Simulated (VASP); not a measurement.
# Na2S (Fm-3m) in VASP: a series of runs, part 2 of 2

VASP 6.6.1. Earlier steps stand in the parts before.

### 4 Single point, r2SCAN (volume changed by +6%)

POSCAR reads:

```
Na2S
1.0
    0.0000000000      3.3192767650      3.3192767650
    3.3192767650      0.0000000000      3.3192767650
    3.3192767650      3.3192767650      0.0000000000
Na S
2 1
Direct
    0.2500000000      0.2500000000      0.2500000000
    0.7500000000      0.7500000000      0.7500000000
    0.0000000000      0.0000000000      0.0000000000
```

INCAR.step1 reads:

```
ALGO = Normal
EDIFF = 1E-5
ENCUT = 550
GGA = PE
GGA_COMPAT = F
ISMEAR = 0
LASPH = T
LCHARG = F
LREAL = F
LWAVE = T
NBANDS = 17
NELM = 120
PREC = Accurate
SIGMA = 0.01
```

INCAR.step2 reads:

```
ALGO = Normal
EDIFF = 1E-6
ENCUT = 550
GGA_COMPAT = F
ISIF = 2
ISMEAR = 0
ISTART = 1
LASPH = T
LCHARG = F
LMIXTAU = T
LREAL = F
LWAVE = F
METAGGA = R2SCAN
NBANDS = 17
NELM = 120
PREC = Accurate
SIGMA = 0.01
```

KPOINTS reads:

```
k-points
0
Gamma
  6 6 6
```

Potentials or basis: VASP PAW PBE potentials, release 64 (Na_pv, S).

Run with:

```sh
cat potpaw_PBE.64/Na_pv/POTCAR potpaw_PBE.64/S/POTCAR > POTCAR
cp INCAR.step1 INCAR
mpirun -np 1 vasp_std > vasp.out
cp INCAR.step2 INCAR
mpirun -np 1 vasp_std > vasp.out
```

OUTCAR:

```text
EDIFF = 1E-6
   ENCUT = 550
   ISIF = 2
   ISMEAR = 0
   ISTART = 1
   LASPH = T
   LREAL = F
   METAGGA = R2SCAN
   NELM = 120
   PREC = Accurate

 ion  position               nearest neighbor table
   1  0.250  0.250  0.250-
   2  0.750  0.750  0.750-
   3  0.000  0.000  0.000-

  LATTYP: Found a face centered cubic cell.
 ALAT       =     6.6385535300

  Lattice vectors:

 A1 = (   0.0000000000,   3.3192767650,   3.3192767650)
 A2 = (   3.3192767650,   0.0000000000,   3.3192767650)
 A3 = (   3.3192767650,   3.3192767650,   0.0000000000)

Analysis of symmetry for initial positions (statically):
=====================================================================
 Subroutine PRICEL returns:
 Original cell was already a primitive cell.

 Routine SETGRP: Setting up the symmetry group for a
 face centered cubic supercell.

 Subroutine GETGRP returns: Found 48 space group operations
 (whereof 48 operations were pure point group operations)
 out of a pool of 48 trial point group operations.

The static configuration has the point symmetry O_h .

Analysis of symmetry for dynamics (positions and initial velocities):
=====================================================================
 Subroutine PRICEL returns:
 Original cell was already a primitive cell.

 Routine SETGRP: Setting up the symmetry group for a
 face centered cubic supercell.

 Subroutine GETGRP returns: Found 48 space group operations
 (whereof 48 operations were pure point group operations)
 out of a pool of 48 trial point group operations.

The dynamic configuration has the point symmetry O_h .

 Subroutine INISYM returns: Found 48 space group operations
 (whereof 48 operations are pure point group operations),
 and found     1 'primitive' translations

----------------------------------------------------------------------------------------

                                     Primitive cell

  volume of cell :      73.1409

  direct lattice vectors                    reciprocal lattice vectors
     0.000000000  3.319276765  3.319276765    -0.150635224  0.150635224  0.150635224
     3.319276765  0.000000000  3.319276765     0.150635224 -0.150635224  0.150635224
     3.319276765  3.319276765  0.000000000     0.150635224  0.150635224 -0.150635224

  length of vectors
     4.694166218  4.694166218  4.694166218     0.260907862  0.260907862  0.260907862

  position of ions in fractional coordinates (direct lattice)
     0.250000000  0.250000000  0.250000000
     0.750000000  0.750000000  0.750000000
     0.000000000  0.000000000  0.000000000

  ion indices of the primitive-cell ions
   primitive index   ion index
                 1           1
                 2           2
                 3           3

----------------------------------------------------------------------------------------

 KPOINTS: k-points

Automatic generation of k-mesh.
 Grid dimensions read from file:
 generate k-points for:    6    6    6

 Generating k-lattice:

  Cartesian coordinates                     Fractional coordinates (reciprocal lattice)
    -0.025105871  0.025105871  0.025105871     0.166666667  0.000000000  0.000000000
     0.025105871 -0.025105871  0.025105871     0.000000000  0.166666667  0.000000000
     0.025105871  0.025105871 -0.025105871     0.000000000  0.000000000  0.166666667

  Length of vectors
     0.043484644  0.043484644  0.043484644

  Shift w.r.t. Gamma in fractional coordinates (k-lattice)
     0.000000000  0.000000000  0.000000000

 Subroutine IBZKPT returns following result:
 ===========================================

 Found     16 irreducible k-points:

 Following reciprocal coordinates:
            Coordinates               Weight
  0.000000  0.000000  0.000000      1.000000
  0.166667  0.000000  0.000000      8.000000
  0.333333  0.000000  0.000000      8.000000
  0.500000  0.000000  0.000000      4.000000
  0.166667  0.166667  0.000000      6.000000
  0.333333  0.166667  0.000000     24.000000
[... 8 lines left out ...]
 -0.333333  0.333333  0.166667     24.000000
 -0.333333  0.500000  0.166667     12.000000
   k-points           NKPTS =     16   k-points in BZ     NKDIM =     16   number of bands    NBANDS=     17
   number of dos      NEDOS =    301   number of ions     NIONS =      3
   total plane-waves  NPLWV =  46656
   dimension x,y,z NGX =    36 NGY =   36 NGZ =   36
   dimension x,y,z NGXF=    72 NGYF=   72 NGZF=   72
   ions per type =               2   1
   NGX,Y,Z   is equivalent  to a cutoff of  12.75, 12.75, 12.75 a.u.
   NGXF,Y,Z  is equivalent  to a cutoff of  25.50, 25.50, 25.50 a.u.
 SYSTEM =  unknown system
   PREC   = accura    normal or accurate (medium, high low for compatibility)
   ISTART =      1    job   : 0-new  1-cont  2-samecut
   ICHARG =      0    charge: 1-file 2-atom 10-const
   ISPIN  =      1    spin polarized calculation?
   LNONCOLLINEAR =      F non collinear calculations
   LSORBIT =      F    spin-orbit coupling
   LASPH  =      T    aspherical Exc in radial PAW
   ENCUT  =  550.0 eV  40.42 Ry    6.36 a.u.   8.98  8.98  8.98*2*pi/ulx,y,z
   NELM   =    120;   NELMIN=  2; NELMDL=  0     # of ELM steps
   EDIFF  = 0.1E-05   stopping-criterion for ELM
   LREAL  =      F    real-space projection
   EDIFFG = 0.1E-04   stopping-criterion for IOM
   NSW    =      0    number of steps for IOM
   IBRION =     -1    ionic relax: 0-MD 1-quasi-New 2-CG
   NFREE  =      0    steps in history (QN), initial steepest desc. (CG)
   ISIF   =      2    stress and relaxation
   ISYM   =      2    0-nonsym 1-usesym 2-fastsym
   POTIM  = 0.5000    time-step for ionic-motion
   TEBEG  =    0.0;   TEEND  =   0.0 temperature during run
   PSTRESS=    0.0 pullay stress
   NELECT =      20.0000    total number of electrons
   NUPDOWN=      -1.0000    fix difference up-down
   EMIN   =  10.00;   EMAX   =-10.00  energy-range for DOS
   EFERMI =   0.00;   METHOD = LEGACY
   ISMEAR =     0;   SIGMA  =   0.01  broadening in eV -4-tet -1-fermi 0-gaus
   EFERMI_NEDOS =   21; number of points for ismear=-14 and -15
   IALGO  =     38    algorithm
   IMIX   =      4    mixing-type and parameters
     AMIX     =   0.40;   BMIX     =  1.00
     AMIX_MAG =   1.60;   BMIX_MAG =  1.00
  volume/ion in A,a.u.               =      24.38       164.53
  Fermi-wavevector in a.u.,A,eV,Ry     =   1.062587  2.007999 15.362232  1.129092
  Thomas-Fermi vector in A             =   2.198043
   LORBIT       =      0    0 simple, 1 ext, 2 COOP (PROOUT), +10 PAW based schemes
   METAGGA = R2SCAN    functional components
   LHFCALC =     F    Hartree Fock is set to
   AEXX    =    0.0000 exact exchange contribution
   IVDW    =     0    specifies the selected vdW correction
   LEPSILON=     F    determine dielectric tensor
   LRPA    =     F    only Hartree local field effects (RPA)
 non-spin polarized calculation
 Gauss-broadening in eV      SIGMA  =   0.01
  energy-cutoff  :      550.00
  volume of cell :       73.14
 maximum number of plane-waves:      2168
   NGX = 17   NGY = 17   NGZ = 17

 number of electron      20.0000017 magnetization

 Free energy of the ion-electron system (eV)
  ---------------------------------------------------
  ext. energy  EPLUGINS =         0.00000000
  ---------------------------------------------------
  free energy    TOTEN  =       -18.94092196 eV

  energy without entropy =      -18.94092196  energy(sigma->0) =      -18.94092196

 E-fermi :  -0.1919     XC(G=0):  -8.0827

 val. band max:       -0.3070281256   @ k =   0.0000   0.0000   0.0000
 cond. band min:       2.6053629391   @ k =   0.0000   0.0000   0.0000
 fundamental gap:      2.9123910647
 Fermi energy:        -0.1919144170

 k-point     1 :       0.0000    0.0000    0.0000
  band No.  band energies     occupation
      1     -23.4668      2.00000
      2     -23.4668      2.00000
      3     -23.4668      2.00000
      4     -23.4238      2.00000
      5     -23.4238      2.00000
      6     -23.4238      2.00000
[... 9 lines left out ...]
     16       9.4164      0.00000
     17      11.2910      0.00000
[... 281 lines left out ...]
 k-point    16 :      -0.3333    0.5000    0.1667
  band No.  band energies     occupation
      1     -23.4855      2.00000
      2     -23.4783      2.00000
      3     -23.4614      2.00000
      4     -23.4325      2.00000
      5     -23.4166      2.00000
      6     -23.4139      2.00000
[... 9 lines left out ...]
     16      11.3526      0.00000
     17      11.9922      0.00000

------------------------ aborting loop because EDIFF is reached ----------------------------------------

  FORCE on cell =-STRESS in cart. coord.  units (eV):
  Direction    XX          YY          ZZ          XY          YZ          ZX
  --------------------------------------------------------------------------------------
  -------------------------------------------------------------------------------------
  Total       -0.7982430     -0.7982430     -0.7982430     -0.0000000      0.0000000      0.0000000
  in kB      -17.4857917    -17.4857917    -17.4857917     -0.0000000      0.0000000      0.0000000
  external PRESSURE =     -17.4857917 kB  Pullay stress =       0.0000000 kB

 VOLUME and BASIS-vectors are now :
 -----------------------------------------------------------------------------
  energy-cutoff  :      550.00
  volume of cell :       73.14
      direct lattice vectors                 reciprocal lattice vectors
     0.000000000  3.319276765  3.319276765    -0.150635224  0.150635224  0.150635224
     3.319276765  0.000000000  3.319276765     0.150635224 -0.150635224  0.150635224
     3.319276765  3.319276765  0.000000000     0.150635224  0.150635224 -0.150635224

 POSITION                                       TOTAL-FORCE (eV/Angst)
 -----------------------------------------------------------------------------------
      1.65964      1.65964      1.65964         0.000000      0.000000      0.000000
      4.97892      4.97892      4.97892        -0.000000     -0.000000     -0.000000
      0.00000      0.00000      0.00000        -0.000000      0.000000      0.000000
 -----------------------------------------------------------------------------------
    total drift:                                0.000000      0.000000      0.000000

  FREE ENERGIE OF THE ION-ELECTRON SYSTEM (eV)
  ---------------------------------------------------
  free  energy   TOTEN  =       -18.9409219614 eV

  energy  without entropy=      -18.9409219614  energy(sigma->0) =      -18.94092196
```

OUTCAR.step1:

```text
EDIFF = 1E-5
   ENCUT = 550
   GGA = PE
   ISMEAR = 0
[... 534 lines left out ...]
      1.65964      1.65964      1.65964        -0.000000      0.000000      0.000000
      4.97892      4.97892      4.97892         0.000000      0.000000      0.000000
      0.00000      0.00000      0.00000        -0.000000     -0.000000     -0.000000
 -----------------------------------------------------------------------------------
    total drift:                                0.000000      0.000000      0.000000

  FREE ENERGIE OF THE ION-ELECTRON SYSTEM (eV)
  ---------------------------------------------------
  free  energy   TOTEN  =        -9.9705487311 eV

  energy  without entropy=       -9.9705487311  energy(sigma->0) =       -9.97054873
```

Run time: 81 s. Hardware: 1 thread of Intel Xeon Platinum 8259CL at 2.50GHz (Skylake/Cascade Lake), shared host; peak memory 0.2 GiB.

What came out:

* Free energy: -18.9409 eV
* Pressure: -1.7 GPa
* Band gap on the k mesh: 2.91 eV, direct

Caveat: the PAW data sets were made with another functional, which shifts forces and pressure a little.

### 5 Single point, r2SCAN

POSCAR reads:

```
Na2S
1.0
    0.0000000000      3.2554286216      3.2554286216
    3.2554286216      0.0000000000      3.2554286216
    3.2554286216      3.2554286216      0.0000000000
Na S
2 1
Direct
    0.2500000000      0.2500000000      0.2500000000
    0.7500000000      0.7500000000      0.7500000000
    0.0000000000      0.0000000000      0.0000000000
```

INCAR.step1 reads:

```
PREC     = Accurate       # precision mode
ENCUT    = 550            # plane-wave cutoff, eV
ISMEAR   = 0              # smearing method
SIGMA    = 0.01           # smearing width, eV
LREAL    = False          # projectors in reciprocal space
LASPH    = True           # aspherical terms in the spheres
NELM     = 120            # most SCF steps
NBANDS   = 17             # bands
GGA      = PE             # functional
ALGO     = Normal         # electronic algorithm
EDIFF    = 1E-5           # SCF threshold, eV
LWAVE    = True           # write WAVECAR
LCHARG   = False          # write CHGCAR
GGA_COMPAT= False
```

INCAR.step2 reads:

```
PREC     = Accurate       # precision mode
ENCUT    = 550            # plane-wave cutoff, eV
EDIFF    = 1E-6           # SCF threshold, eV
ISMEAR   = 0              # smearing method
SIGMA    = 0.01           # smearing width, eV
LREAL    = False          # projectors in reciprocal space
LASPH    = True           # aspherical terms in the spheres
NELM     = 120            # most SCF steps
ALGO     = Normal         # electronic algorithm
ISIF     = 2              # what is computed and relaxed
LWAVE    = False          # write WAVECAR
LCHARG   = False          # write CHGCAR
METAGGA  = R2SCAN         # meta-GGA
LMIXTAU  = True         
NBANDS   = 17             # bands
ISTART   = 1            
GGA_COMPAT= False
```

KPOINTS reads:

```
regular mesh
0
Gamma
  8 8 8
```

Potentials or basis: VASP PAW PBE potentials, release 64 (Na_pv, S).

Run with:

```sh
cat potpaw_PBE.64/Na_pv/POTCAR potpaw_PBE.64/S/POTCAR > POTCAR
cp INCAR.step1 INCAR
mpirun -np 1 vasp_std > vasp.out
cp INCAR.step2 INCAR
mpirun -np 1 vasp_std > vasp.out
```

OUTCAR:

```text
PREC = Accurate
   ENCUT = 550
   EDIFF = 1E-6
   ISMEAR = 0
   LREAL = False
   LASPH = True
   NELM = 120
   ISIF = 2
   METAGGA = R2SCAN
   ISTART = 1

 ion  position               nearest neighbor table
   1  0.250  0.250  0.250-
   2  0.750  0.750  0.750-
   3  0.000  0.000  0.000-

  LATTYP: Found a face centered cubic cell.
 ALAT       =     6.5108572432

  Lattice vectors:

 A1 = (   0.0000000000,   3.2554286216,   3.2554286216)
 A2 = (   3.2554286216,   0.0000000000,   3.2554286216)
 A3 = (   3.2554286216,   3.2554286216,   0.0000000000)

Analysis of symmetry for initial positions (statically):
=====================================================================
 Subroutine PRICEL returns:
 Original cell was already a primitive cell.

 Routine SETGRP: Setting up the symmetry group for a
 face centered cubic supercell.

 Subroutine GETGRP returns: Found 48 space group operations
[... 9 lines left out ...]

 Routine SETGRP: Setting up the symmetry group for a
 face centered cubic supercell.

 Subroutine GETGRP returns: Found 48 space group operations
[... 150 lines left out ...]

  energy without entropy =      -18.96731360  energy(sigma->0) =      -18.96731360

 E-fermi :   0.0544     XC(G=0):  -8.3203

 val. band max:       -0.0737970705   @ k =   0.0000   0.0000   0.0000
 cond. band min:       3.0389695434   @ k =   0.0000   0.0000   0.0000
 fundamental gap:      3.1127666138
 Fermi energy:         0.0543967276

 k-point     1 :       0.0000    0.0000    0.0000
  band No.  band energies     occupation
      1     -23.0972      2.00000
      2     -23.0972      2.00000
      3     -23.0972      2.00000
      4     -23.0451      2.00000
      5     -23.0451      2.00000
      6     -23.0451      2.00000
[... 457 lines left out ...]
      4     -23.0734      2.00000
      5     -23.0463      2.00000
      6     -23.0451      2.00000
[... 9 lines left out ...]
     16      11.3478      0.00000
     17      12.6216      0.00000

 [... further k-points ...]

------------------------ aborting loop because EDIFF is reached ----------------------------------------

  FORCE on cell =-STRESS in cart. coord.  units (eV):
  Direction    XX          YY          ZZ          XY          YZ          ZX
  --------------------------------------------------------------------------------------
  -------------------------------------------------------------------------------------
  Total       -0.0287398     -0.0287398     -0.0287398      0.0000000      0.0000000      0.0000000
  in kB       -0.6673292     -0.6673292     -0.6673292      0.0000000      0.0000000      0.0000000
  external PRESSURE =      -0.6673292 kB  Pullay stress =       0.0000000 kB

 VOLUME and BASIS-vectors are now :
 -----------------------------------------------------------------------------
  energy-cutoff  :      550.00
  volume of cell :       69.00
      direct lattice vectors                 reciprocal lattice vectors
     0.000000000  3.255428622  3.255428622    -0.153589606  0.153589606  0.153589606
     3.255428622  0.000000000  3.255428622     0.153589606 -0.153589606  0.153589606
     3.255428622  3.255428622  0.000000000     0.153589606  0.153589606 -0.153589606

 POSITION                                       TOTAL-FORCE (eV/Angst)
 -----------------------------------------------------------------------------------
      1.62771      1.62771      1.62771        -0.000000     -0.000000      0.000000
      4.88314      4.88314      4.88314         0.000000      0.000000      0.000000
      0.00000      0.00000      0.00000         0.000000     -0.000000     -0.000000
 -----------------------------------------------------------------------------------
    total drift:                                0.000000      0.000000      0.000000

  FREE ENERGIE OF THE ION-ELECTRON SYSTEM (eV)
  ---------------------------------------------------
  free  energy   TOTEN  =       -18.9673135962 eV

  energy  without entropy=      -18.9673135962  energy(sigma->0) =      -18.96731360
```

OUTCAR.step1:

```text
PREC = Accurate
   ENCUT = 550
   ISMEAR = 0
   LREAL = False
   LASPH = True
[... 704 lines left out ...]
      1.62771      1.62771      1.62771         0.000000      0.000000      0.000000
      4.88314      4.88314      4.88314        -0.000000     -0.000000     -0.000000
      0.00000      0.00000      0.00000        -0.000000      0.000000      0.000000
 -----------------------------------------------------------------------------------
    total drift:                                0.000000      0.000000      0.000000

  FREE ENERGIE OF THE ION-ELECTRON SYSTEM (eV)
  ---------------------------------------------------
  free  energy   TOTEN  =        -9.9714524114 eV

  energy  without entropy=       -9.9714524114  energy(sigma->0) =       -9.97145241
```

It took 2 min on 1 thread of Intel Xeon Platinum 8259CL at 2.50GHz (Skylake/Cascade Lake), shared host; peak memory 0.22 GiB.

Results:

```
Free energy            : -18.9673 eV
Pressure               : -0.1 GPa
Band gap on the k mesh : 3.11 eV, direct
```

Caveat: the PAW data sets were made with another functional, which shifts forces and pressure a little. A k mesh can miss the band edges.

### 6 Summary

| cell | k mesh | gap on the mesh (eV) | pressure (GPa) |
| --- | --- | --- | --- |
| a = 4.604 Å, angles 60.0°, 3 atoms | 6 × 6 × 6 | 3.11 | -0.1 |
| a = 4.649 Å, angles 60.0°, 3 atoms | 6 × 6 × 6 | 3.01 | -1.0 |
| a = 4.694 Å, angles 60.0°, 3 atoms | 6 × 6 × 6 | 2.91 | -1.7 |
| a = 4.604 Å, angles 60.0°, 3 atoms | 8 × 8 × 8 | 3.11 | -0.1 |

Alike in all rows: task single point; level r2SCAN; potentials or basis VASP PAW PBE potentials, release 64 (Na_pv, S); no spin polarisation; cutoff (eV) 550; smearing gaussian 0.01 eV.

Caveats: the PAW data sets were made with another functional, which shifts forces and pressure a little.

Absolute energies hang on the potentials; compare differences alone.
